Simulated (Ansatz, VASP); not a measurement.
ZrB2: VASP beside Ansatz

```
Zr B
1.0
     2.32070    1.33985    3.88102
    -2.32070    1.33985    3.88102
     0.00000   -2.67971    3.88102
Zr B
2 4
Direct
  0.27959 0.27959 0.27959
  0.72041 0.72041 0.72041
  0.50000 0.50000 0.50000
  0.00000 0.00000 0.00000
  0.14097 0.14097 0.14097
  0.85903 0.85903 0.85903
```

Alike in both runs: task single point; functional PBE; k mesh 6 × 6 × 6; occupations gaussian, width 0.1 eV; no spin polarisation.

|  | VASP | Ansatz |
| --- | --- | --- |
| version | VASP 6.6.1 | Ansatz 0.2.0 |
| potentials or method | VASP PAW PBE potentials, release 64 (Zr_sv, B), cutoff 520 eV | scalar-relativistic, plane waves, PAW |
| valence electrons in the cell | 36 | 36 |

Ansatz gave:

* gap on the k mesh at the Fermi level (eV): none
* rms of the force components (eV/Å): 8.387

Question: What did VASP give for the same quantities?

Answer: gap on the k mesh at the Fermi level (eV): none; rms of the force components (eV/Å): 8.427.

Atom by atom the forces differ by 0.040 eV/Å (rms over components). A gap of «none» marks a metal or a gap that the smearing closes. The functional is the same, so the differences come from potentials, cutoffs and numerics.
